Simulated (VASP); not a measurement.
Write the native input for VASP 6.6.1 that does the following.

```
Task                   : relaxation of cell and atoms
Functional             : PBE
Potentials or basis    : VASP PAW PBE potentials, release 64 (In_d, Ga_d, P)
Cutoff                 : 600 eV
k mesh                 : 6 × 6 × 10
Occupations            : gaussian, width 0.1 eV
Spin                   : no spin polarisation
Dipole correction      : no
Further INCAR settings : ALGO = Normal; EDIFF = 1e-06; IBRION = 2; EDIFFG = -0.01; NSW = 100; ISIF = 3
```

The structure of InGa3P2 lies in POSCAR:

```
InGa3P2
1.0
    6.3725824820      0.0000000000      0.0000000000
   -3.1862912410      5.5188183171      0.0000000000
    0.0000000000      0.0000000000      3.5905390704
In Ga P
1 3 2
Direct
    0.0000000000      0.0000000000      0.0000000000
    0.0000000000      0.5000000000      0.5000000000
    0.5000000000      0.5000000000      0.5000000000
    0.5000000000      0.0000000000      0.5000000000
    0.6666666667      0.3333333333      0.0000000000
    0.3333333333      0.6666666667      0.0000000000
```

One way to write it, as run:

INCAR

```
ALGO = Normal
EDIFF = 1E-6
EDIFFG = -0.01
ENCUT = 600
GGA = PE
IBRION = 2
ISIF = 3
ISMEAR = 0
LASPH = T
LCHARG = F
LREAL = F
LWAVE = F
NELM = 80
NSW = 100
PREC = Accurate
SIGMA = 0.1
```

KPOINTS

```
k-points
0
Gamma
  6 6 10
```

Potentials or basis: VASP PAW PBE potentials, release 64 (In_d, Ga_d, P).

Command:

```bash
$ cat potpaw_PBE.64/In_d/POTCAR potpaw_PBE.64/Ga_d/POTCAR potpaw_PBE.64/P/POTCAR > POTCAR
$ mpirun -np 1 vasp_std > vasp.out
```

Results of the run:

- Pressure after relaxing: 0.0 GPa
- Band gap on the k mesh: zero (band 31 reaches 7.05 eV, above the bottom of band 32 at 4.74 eV)

Caveat: the relaxation stopped at its first step, so nothing moved; spin-orbit coupling is left out, which moves the levels of the heavy elements.

Wall time 8 min on 1 thread of Oxide Virtual Turin-like Processor, on a shared host, peak memory 0.39 GiB.
